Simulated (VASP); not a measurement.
**Be: single point with PBE**

Crystal: Be.

```
CELL_PARAMETERS angstrom
2.19600 0.02567 0.32339
0.02494 2.20859 -0.33351
-0.49333 -1.71000 3.46166
ATOMIC_POSITIONS crystal
Be 0.24997 0.50013 0.75001
Be 0.75003 0.49987 0.24999
```

```
Program             : VASP 6.6.1
Task                : single point
Functional          : PBE
Potentials or basis : VASP PAW PBE potentials, release 64 (Be)
Cutoff              : 520 eV
k mesh              : 8 × 8 × 4
Occupations         : gaussian, width 0.1 eV
Spin                : no spin polarisation
```

| Quantity | Value |
| --- | --- |
| Pressure | 0.3 GPa |
| Band gap on the k mesh | zero (bands 2 and 3 overlap by 1.09 eV) |

Forces in eV/Å, atoms in the order of the input:
```
Be   0.001 -0.003  0.000
Be  -0.001  0.003  0.000
```

Stress tensor (GPa, compression positive):
```
 0.23 -0.04  0.09
-0.04  0.36 -0.20
 0.09 -0.20  0.25
```

Levels at points of the mesh, in eV from the Fermi level:
```csv
k point,band 1,band 2,band 3,band 4,band 5,band 6
"(0.00, 0.00, 0.00)",-11.93,-2.99,3.40,9.50,9.81,15.28
"(0.50, 0.00, 0.00)",-6.30,-6.30,4.32,4.32,9.27,9.27
"(0.00, 0.50, 0.00)",-5.43,-5.35,-0.24,-0.09,15.95,16.18
"(0.50, 0.50, 0.00)",0.86,0.86,0.93,0.93,3.14,3.14
"(0.00, 0.00, 0.50)",-9.22,-9.22,12.74,12.74,13.04,13.04
"(0.50, 0.00, 0.50)",-5.34,-5.33,-0.07,-0.05,16.01,16.02
"(0.00, 0.50, 0.50)",-6.37,-6.37,4.23,4.23,9.19,9.20
"(0.50, 0.50, 0.50)",-2.64,-2.62,3.85,3.87,9.09,9.09
```

It took 18 s on 1 thread of Intel Xeon 8259CL, with other jobs on the host, peak memory 0.13 GiB.

Caveat: the k points lie up to 0.43 Å⁻¹ apart, too coarse for converged energies and pressures of a metal.
